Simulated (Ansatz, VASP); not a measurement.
**Two plane-wave programs on MgO2**

POSCAR

```
MgO2
1.0
   -2.1905403264      2.1905403264      2.6895979715
    2.1905403264     -2.1905403264      2.6895979715
    2.1905403264      2.1905403264     -2.6895979715
Mg O
2 4
Direct
    0.2500000000      0.2500000000      0.0000000000
    0.7500000000      0.7500000000      0.0000000000
    0.1199929477      0.6199929477      0.7399858955
    0.6199929477      0.8800070523      0.5000000000
    0.8800070523      0.3800070523      0.2600141045
    0.3800070523      0.1199929477      0.5000000000
```

File INCAR.step1:

```
SYSTEM = MgO2
ALGO     = Normal         ! electronic algorithm
EDIFF    = 1E-5           ! SCF threshold, eV
EDIFFG   = -0.005         ! ionic threshold
ENCUT    = 750            ! plane-wave cutoff, eV
GGA      = PE             ! functional
GGA_COMPAT= .False.      
IBRION   = 2              ! ionic algorithm
ISIF     = 3              ! what is computed and relaxed
ISMEAR   = 0              ! smearing method
LASPH    = .True.         ! aspherical terms in the spheres
LCHARG   = .False.        ! write CHGCAR
LREAL    = .False.        ! projectors in reciprocal space
LWAVE    = .True.         ! write WAVECAR
NELM     = 120            ! most SCF steps
NELMIN   = 4            
NSW      = 100            ! ionic steps
PREC     = Accurate       ! precision mode
SIGMA    = 0.02           ! smearing width, eV
```

File INCAR.step2:

```
SYSTEM = MgO2
ALGO     = Normal         ! electronic algorithm
EDIFF    = 1E-7           ! SCF threshold, eV
EDIFFG   = -0.005         ! ionic threshold
ENCUT    = 750            ! plane-wave cutoff, eV
GGA_COMPAT= .False.      
IBRION   = 2              ! ionic algorithm
ISIF     = 3              ! what is computed and relaxed
ISMEAR   = 0              ! smearing method
ISTART   = 1            
LASPH    = .True.         ! aspherical terms in the spheres
LCHARG   = .False.        ! write CHGCAR
LMIXTAU  = .True.       
LREAL    = .False.        ! projectors in reciprocal space
LWAVE    = .False.        ! write WAVECAR
METAGGA  = R2SCAN         ! meta-GGA
NELM     = 120            ! most SCF steps
NELMIN   = 4            
NSW      = 100            ! ionic steps
PREC     = Accurate       ! precision mode
SIGMA    = 0.02           ! smearing width, eV
```

File KPOINTS:

```
k-points
0
Gamma
  8 8 8
  0 0 0
```

Input for Ansatz:

```yaml
crystal:
  lattice:
    - [-2.1905403264, 2.1905403264, 2.6895979715]
    - [2.1905403264, -2.1905403264, 2.6895979715]
    - [2.1905403264, 2.1905403264, -2.6895979715]
  atoms:
    - { symbol: Mg, position: [0.25, 0.25, 0.0] }
    - { symbol: Mg, position: [0.75, 0.75, 0.0] }
    - { symbol: O, position: [0.1199929477, 0.6199929477, 0.7399858955] }
    - { symbol: O, position: [0.6199929477, 0.8800070523, 0.5] }
    - { symbol: O, position: [0.8800070523, 0.3800070523, 0.2600141045] }
    - { symbol: O, position: [0.3800070523, 0.1199929477, 0.5] }
basis:
  ecutwfc: 500
kpoints:
  mp_grid: { grid: [8, 8, 8] }
hamiltonian:
  xc: r2scan
scf:
  occupations: { method: gaussian, width: 0.02 }
output:
  forces: true
  stress: true
  eigenvalues: true
  write_density: true
  write_potential: true
  elf: true
  volumetric_format: npy
relax:
  adjacent_minimum: "off"
  f_tol: 0.005
  max_steps: 80
  cell: { stress_tol: 0.05 }
```

Alike in both runs: task relaxation of cell and atoms; functional r2SCAN; k mesh 8 × 8 × 8; occupations gaussian, width 0.02 eV; no spin polarisation.

|  | VASP | Ansatz |
| --- | --- | --- |
| version | VASP 6.6.1 | Ansatz 0.2.0 |
| potentials or method | VASP PAW PBE potentials, release 64 (Mg_sv, O), cutoff 750 eV | scalar-relativistic, plane waves, PAW |
| valence electrons in the cell | 44 | 44 |

Ansatz gave:

| Quantity | Value |
| --- | --- |
| gap on the k mesh at the Fermi level, each at its own relaxed structure (eV) | 3.57 |
| relaxed volume (Å³/atom) | 8.60 |
| relaxed length of the cell vector where the two differ most in proportion (Å) | 4.102 |

Q: What did VASP give for the same quantities?

A: gap on the k mesh at the Fermi level, each at its own relaxed structure (eV): 3.47; relaxed volume (Å³/atom): 8.59; relaxed length of the cell vector where the two differ most in proportion (Å): 4.100.

VASP's potentials were made for PBE, not for r2SCAN.
